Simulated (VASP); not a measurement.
# W (Fm-3m) in VASP: further runs, part 2 of 3

VASP 6.6.1.

### 3 Single point, PBE

This run uses another cell than the first one, of 16.73 Å³/atom, 1.027 times its volume.

INCAR reads:

```
SYSTEM = W
PREC = Accurate
ENCUT = 520
EDIFF = 1E-7
ISMEAR = 0
SIGMA = 0.027000000000000003
LREAL = .FALSE.
LASPH = .TRUE.
NELM = 80
ALGO = Fast
ISIF = 2
LWAVE = .FALSE.
LCHARG = .TRUE.
GGA = PE
LELF = .TRUE.
LVHAR = .TRUE.
NBANDS = 13
```

KPOINTS reads:

```
regular mesh
0
G
  11 11 11
  0 0 0
```

POSCAR reads:

```
W
1.0
    0.0000000000      2.0300000000      2.0300000000
    2.0300000000      0.0000000000      2.0300000000
    2.0300000000      2.0300000000      0.0000000000
W
1
Direct
    0.0000000000      0.0000000000      0.0000000000
```

Potentials or basis: VASP PAW PBE potentials, release 64 (W_sv).

Command:

```bash
> cat potpaw_PBE.64/W_sv/POTCAR > POTCAR
> mpirun -np 1 vasp_std > vasp.out
```

OUTCAR:

```text
SYSTEM = W
   PREC = Accurate
   ENCUT = 520
   EDIFF = 1E-7
   ISMEAR = 0
   LREAL = .FALSE.
   LASPH = .TRUE.
   NELM = 80
   ISIF = 2
   GGA = PE

 ion  position               nearest neighbor table
   1  0.000  0.000  0.000-

  LATTYP: Found a face centered cubic cell.
 ALAT       =     4.0600000000

  Lattice vectors:

 A1 = (   0.0000000000,   2.0300000000,   2.0300000000)
 A2 = (   2.0300000000,   0.0000000000,   2.0300000000)
 A3 = (   2.0300000000,   2.0300000000,   0.0000000000)

Analysis of symmetry for initial positions (statically):
=====================================================================
 Subroutine PRICEL returns:
 Original cell was already a primitive cell.

 Routine SETGRP: Setting up the symmetry group for a
 face centered cubic supercell.

 Subroutine GETGRP returns: Found 48 space group operations
 (whereof 48 operations were pure point group operations)
 out of a pool of 48 trial point group operations.

The static configuration has the point symmetry O_h .

Analysis of symmetry for dynamics (positions and initial velocities):
=====================================================================
 Subroutine PRICEL returns:
 Original cell was already a primitive cell.

 Routine SETGRP: Setting up the symmetry group for a
 face centered cubic supercell.

 Subroutine GETGRP returns: Found 48 space group operations
 (whereof 48 operations were pure point group operations)
 out of a pool of 48 trial point group operations.

The dynamic configuration has the point symmetry O_h .

 Subroutine INISYM returns: Found 48 space group operations
 (whereof 48 operations are pure point group operations),
 and found     1 'primitive' translations

----------------------------------------------------------------------------------------

                                     Primitive cell

  volume of cell :      16.7309

  direct lattice vectors                    reciprocal lattice vectors
     0.000000000  2.030000000  2.030000000    -0.246305419  0.246305419  0.246305419
     2.030000000  0.000000000  2.030000000     0.246305419 -0.246305419  0.246305419
     2.030000000  2.030000000  0.000000000     0.246305419  0.246305419 -0.246305419

  length of vectors
     2.870853532  2.870853532  2.870853532     0.426613499  0.426613499  0.426613499

  position of ions in fractional coordinates (direct lattice)
     0.000000000  0.000000000  0.000000000

  ion indices of the primitive-cell ions
   primitive index   ion index
                 1           1

----------------------------------------------------------------------------------------

 KPOINTS: regular mesh

Automatic generation of k-mesh.
 Grid dimensions read from file:
 generate k-points for:   11   11   11

 Generating k-lattice:

  Cartesian coordinates                     Fractional coordinates (reciprocal lattice)
    -0.022391402  0.022391402  0.022391402     0.090909091  0.000000000  0.000000000
     0.022391402 -0.022391402  0.022391402     0.000000000  0.090909091  0.000000000
     0.022391402  0.022391402 -0.022391402     0.000000000  0.000000000  0.090909091

  Length of vectors
     0.038783045  0.038783045  0.038783045

  Shift w.r.t. Gamma in fractional coordinates (k-lattice)
     0.000000000  0.000000000  0.000000000

 Subroutine IBZKPT returns following result:
 ===========================================

 Found     56 irreducible k-points:

 Following reciprocal coordinates:
            Coordinates               Weight
  0.000000  0.000000  0.000000      1.000000
  0.090909  0.000000  0.000000      8.000000
  0.181818  0.000000  0.000000      8.000000
  0.272727  0.000000  0.000000      8.000000
  0.363636  0.000000  0.000000      8.000000
  0.454545  0.000000  0.000000      8.000000
[... 16 lines left out ...]
 -0.272727  0.181818  0.000000     24.000000
 -0.181818  0.181818  0.000000     12.000000
 [... further k-points ...]
   k-points           NKPTS =     56   k-points in BZ     NKDIM =     56   number of bands    NBANDS=     13
   number of dos      NEDOS =    301   number of ions     NIONS =      1
   total plane-waves  NPLWV =  13824
   dimension x,y,z NGX =    24 NGY =   24 NGZ =   24
   dimension x,y,z NGXF=    48 NGYF=   48 NGZF=   48
   ions per type =               1
   NGX,Y,Z   is equivalent  to a cutoff of  13.90, 13.90, 13.90 a.u.
   NGXF,Y,Z  is equivalent  to a cutoff of  27.80, 27.80, 27.80 a.u.
 SYSTEM =  W
   PREC   = accura    normal or accurate (medium, high low for compatibility)
   ISTART =      0    job   : 0-new  1-cont  2-samecut
   ICHARG =      2    charge: 1-file 2-atom 10-const
   ISPIN  =      1    spin polarized calculation?
   LNONCOLLINEAR =      F non collinear calculations
   LSORBIT =      F    spin-orbit coupling
   LASPH  =      T    aspherical Exc in radial PAW
   ENCUT  =  520.0 eV  38.22 Ry    6.18 a.u.   5.34  5.34  5.34*2*pi/ulx,y,z
   NELM   =     80;   NELMIN=  2; NELMDL= -5     # of ELM steps
   EDIFF  = 0.1E-06   stopping-criterion for ELM
   LREAL  =      F    real-space projection
   EDIFFG = 0.1E-05   stopping-criterion for IOM
   NSW    =      0    number of steps for IOM
   IBRION =     -1    ionic relax: 0-MD 1-quasi-New 2-CG
   NFREE  =      0    steps in history (QN), initial steepest desc. (CG)
   ISIF   =      2    stress and relaxation
   ISYM   =      2    0-nonsym 1-usesym 2-fastsym
   POTIM  = 0.5000    time-step for ionic-motion
   TEBEG  =    0.0;   TEEND  =   0.0 temperature during run
   PSTRESS=    0.0 pullay stress
   NELECT =      14.0000    total number of electrons
   NUPDOWN=      -1.0000    fix difference up-down
   EMIN   =  10.00;   EMAX   =-10.00  energy-range for DOS
   EFERMI =   0.00;   METHOD = LEGACY
   ISMEAR =     0;   SIGMA  =   0.03  broadening in eV -4-tet -1-fermi 0-gaus
   EFERMI_NEDOS =   21; number of points for ismear=-14 and -15
   IALGO  =     68    algorithm
   IMIX   =      4    mixing-type and parameters
     AMIX     =   0.40;   BMIX     =  1.00
     AMIX_MAG =   1.60;   BMIX_MAG =  1.00
  volume/ion in A,a.u.               =      16.73       112.91
  Fermi-wavevector in a.u.,A,eV,Ry     =   1.542688  2.915258 32.380324  2.379887
  Thomas-Fermi vector in A             =   2.648457
   LORBIT       =      0    0 simple, 1 ext, 2 COOP (PROOUT), +10 PAW based schemes
   GGA     = PE    functional components
   LHFCALC =     F    Hartree Fock is set to
   AEXX    =    0.0000 exact exchange contribution
   IVDW    =     0    specifies the selected vdW correction
   LEPSILON=     F    determine dielectric tensor
   LRPA    =     F    only Hartree local field effects (RPA)
 non-spin polarized calculation
 RMM-DIIS sequential band-by-band and
 Gauss-broadening in eV      SIGMA  =   0.03
  energy-cutoff  :      520.00
  volume of cell :       16.73
 maximum number of plane-waves:       463
 NGX is ok and might be reduce to    24
   NGX = 11   NGY = 11   NGZ = 11

 number of electron      14.0000002 magnetization

 Free energy of the ion-electron system (eV)
  ---------------------------------------------------
  ext. energy  EPLUGINS =         0.00000000
  ---------------------------------------------------
  free energy    TOTEN  =       -12.47796630 eV

  energy without entropy =      -12.47776332  energy(sigma->0) =      -12.47786481

 E-fermi :  10.2352     XC(G=0): -13.3276

 val. band max:       10.1980059896   @ k =  -0.2727   0.0909   0.0000
 cond. band min:      10.2549117861   @ k =   0.1818   0.0909   0.0000
 fundamental gap:      0.0569057965
 Fermi energy:        10.2351927231

 k-point     1 :       0.0000    0.0000    0.0000
  band No.  band energies     occupation
      1     -63.4815      2.00000
      2     -27.1361      2.00000
      3     -27.1361      2.00000
      4     -27.1361      2.00000
      5       1.3349      2.00000
      6       9.6935      2.00000
      7       9.6935      2.00000
      8       9.6935      2.00000
      9      12.7335      0.00000
     10      12.7335      0.00000
     11      22.9877      0.00000
     12      28.1111      0.00000
     13      28.1111      0.00000
[... 353 lines left out ...]
 k-point    24 :      -0.1818    0.1818    0.0000
  band No.  band energies     occupation
      1     -63.4170      2.00000
      2     -27.7375      2.00000
      3     -27.3893      2.00000
      4     -27.2091      2.00000
      5       4.4491      2.00000
      6       8.1901      2.00000
      7       9.6081      2.00000
      8      11.1693      0.00000
      9      11.2319      0.00000
     10      14.6278      0.00000
     11      24.3430      0.00000
     12      27.8810      0.00000
     13      28.6656      0.00000

 [... further k-points ...]
[... 5 lines left out ...]
  --------------------------------------------------------------------------------------
  -------------------------------------------------------------------------------------
  Total       -0.4746027     -0.4746027     -0.4746027     -0.0000000      0.0000000      0.0000000
  in kB      -45.4488261    -45.4488261    -45.4488261     -0.0000000      0.0000000      0.0000000
  external PRESSURE =     -45.4488261 kB  Pullay stress =       0.0000000 kB

 VOLUME and BASIS-vectors are now :
 -----------------------------------------------------------------------------
  energy-cutoff  :      520.00
  volume of cell :       16.73
      direct lattice vectors                 reciprocal lattice vectors
     0.000000000  2.030000000  2.030000000    -0.246305419  0.246305419  0.246305419
     2.030000000  0.000000000  2.030000000     0.246305419 -0.246305419  0.246305419
     2.030000000  2.030000000  0.000000000     0.246305419  0.246305419 -0.246305419

 POSITION                                       TOTAL-FORCE (eV/Angst)
 -----------------------------------------------------------------------------------
      0.00000      0.00000      0.00000         0.000000      0.000000     -0.000000
 -----------------------------------------------------------------------------------
    total drift:                               -0.000000      0.000000      0.000000

  FREE ENERGIE OF THE ION-ELECTRON SYSTEM (eV)
  ---------------------------------------------------
  free  energy   TOTEN  =       -12.4779662992 eV

  energy  without entropy=      -12.4777633203  energy(sigma->0) =      -12.47786481
```

OSZICAR:

```text
N       E                     dE             d eps       ncg     rms          rms(c)
DAV:   1     0.834709357667E+02    0.83471E+02   -0.75930E+03  1461   0.123E+03
DAV:   2    -0.115869073111E+02   -0.95058E+02   -0.91472E+02  1606   0.312E+02
DAV:   3    -0.131051462247E+02   -0.15182E+01   -0.15135E+01  1611   0.390E+01
DAV:   4    -0.131119904616E+02   -0.68442E-02   -0.68440E-02  1621   0.285E+00
DAV:   5    -0.131120591745E+02   -0.68713E-04   -0.68713E-04  1641   0.265E-01    0.184E+01
RMM:   6    -0.126041224181E+02    0.50794E+00   -0.42385E-01  1570   0.606E+00    0.736E+00
RMM:   7    -0.124812248142E+02    0.12290E+00   -0.28689E-01  1581   0.498E+00    0.838E-01
RMM:   8    -0.124782364796E+02    0.29883E-02   -0.11527E-02  1778   0.114E+00    0.216E-01
RMM:   9    -0.124779854641E+02    0.25102E-03   -0.15629E-03  1713   0.465E-01    0.291E-02
RMM:  10    -0.124779759291E+02    0.95350E-05   -0.23502E-04  1808   0.181E-01    0.989E-03
RMM:  11    -0.124779656909E+02    0.10238E-04   -0.38249E-05  1825   0.730E-02    0.516E-03
RMM:  12    -0.124779663166E+02   -0.62564E-06   -0.74903E-06  1876   0.338E-02    0.184E-03
RMM:  13    -0.124779661864E+02    0.13017E-06   -0.11596E-06  1653   0.136E-02    0.276E-03
RMM:  14    -0.124779663270E+02   -0.14063E-06   -0.42204E-07  1318   0.716E-03    0.785E-04
RMM:  15    -0.124779662992E+02    0.27825E-07   -0.46280E-08   958   0.239E-03
   1 F= -.12477966E+02 E0= -.12477865E+02  d E =-.202979E-03
```

It took 6.2 s on 1 thread of Intel Xeon 6975P-C (Granite Rapids), shared host; peak memory 0.14 GiB.

What came out:

```yaml
Free_energy: -12.4780 eV
Pressure: -4.5 GPa
Band_gap_on_the_k_mesh: zero (band 7 reaches 12.79 eV, above the bottom of band 8 at 9.69 eV)
```

Caveat: spin-orbit coupling is left out, which moves the levels of the heavy elements.

[end of part 2 of 3]
